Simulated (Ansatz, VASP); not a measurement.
# Two plane-wave programs on TiB2

The input INCAR:

```
PREC = Accurate ; ENCUT = 520
EDIFF = 1E-6 ; ISMEAR = -1
SIGMA = 0.1 ; LREAL = False
LASPH = True ; NELM = 60
ALGO = Normal ; ISIF = 2
LWAVE = False ; LCHARG = False
GGA = PS ; NBANDS = 16
```

KPOINTS

```
regular mesh
0
Gamma
  11 11 9
```

Contents of POSCAR:

```
TiB2
1.0
    3.0292000000      0.0000000000      0.0000000000
   -1.5146000000      2.6233640000      0.0000000000
    0.0000000000      0.0000000000      3.2284000000
Ti B
1 2
Direct
    0.0000000000      0.0000000000      0.0000000000
    0.3399357366      0.6666666667      0.5000000000
    0.6666666667      0.3333333333      0.5000000000
```

Input for Ansatz:

```yaml
crystal:
  lattice:
    - [3.0292, 0.0, 0.0]
    - [-1.5146, 2.623364, 0.0]
    - [0.0, 0.0, 3.2284]
  atoms:
    - { symbol: Ti, position: [0.0, 0.0, 0.0] }
    - { symbol: B, position: [0.33993573660812526, 0.6666666666666666, 0.5] }
    - { symbol: B, position: [0.6666666666666666, 0.3333333333333333, 0.5] }
basis:
  ecutwfc: 550.0
kpoints:
  mp_grid:
    grid: [11, 11, 9]
hamiltonian:
  xc: pbesol
  pseudopotentials:
    kind: paw
scf:
  convergence:
    dr2_threshold: 1.0e-09
  occupations:
    method: fermi_dirac
output:
  forces: true
```

Alike in both runs: task single point; functional PBEsol; k mesh 11 × 11 × 9; no spin polarisation.

|  | VASP | Ansatz |
| --- | --- | --- |
| version | VASP 6.6.1 | Ansatz 0.2.0 |
| potentials or method | VASP PAW PBE potentials, release 64 (Ti_sv, B), cutoff 520 eV | plane waves, PAW |
| occupations | fermi-dirac, width 0.1 eV | fermi-dirac |
| valence electrons in the cell | 18 | 18 |

|  | VASP | Ansatz | Ansatz less VASP |
| --- | --- | --- | --- |
| rms of the force components (eV/Å) | 0.161 | 0.160 | -0.0010 |

VASP's potentials were made for PBE, not for PBEsol. Atom by atom the forces differ by 0.001 eV/Å (rms over components).
